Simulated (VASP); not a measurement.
The system is BP.

```
CELL_PARAMETERS angstrom
0.00000 2.28403 2.28403
2.28403 0.00000 2.28403
2.28403 2.28403 0.00000
ATOMIC_POSITIONS crystal
P 0.75000 0.75000 0.75000
B 0.00000 0.00000 0.00000
```

Program: VASP 6.6.1. Alike in all runs: task single point; potentials or basis VASP PAW PBE potentials, release 64 (P, B); no spin polarisation; cell as given; cutoff (eV) 520; smearing fermi-dirac 0.05 eV.

Question: Order these runs on this cell by their band gap on the k mesh, lowest first.
A. level PBE+D3(BJ); k mesh 10 × 10 × 10
B. level BHLYP; k mesh 5 × 5 × 5; grid for exact exchange (PRECFOCK) Normal
C. level BLYP; k mesh 10 × 10 × 10
D. level PBEsol-based global hybrid; k mesh 5 × 5 × 5; grid for exact exchange (PRECFOCK) Normal; share of exact exchange 0.25
E. level r2SCAN0; k mesh 5 × 5 × 5; grid for exact exchange (PRECFOCK) Normal

Answer: A (1.27 eV), C (1.56 eV), D (2.67 eV), E (2.85 eV), B (4.68 eV).

Caveats: some runs use coarse meshes.

A k mesh can miss the band edges, odd and even meshes differently.
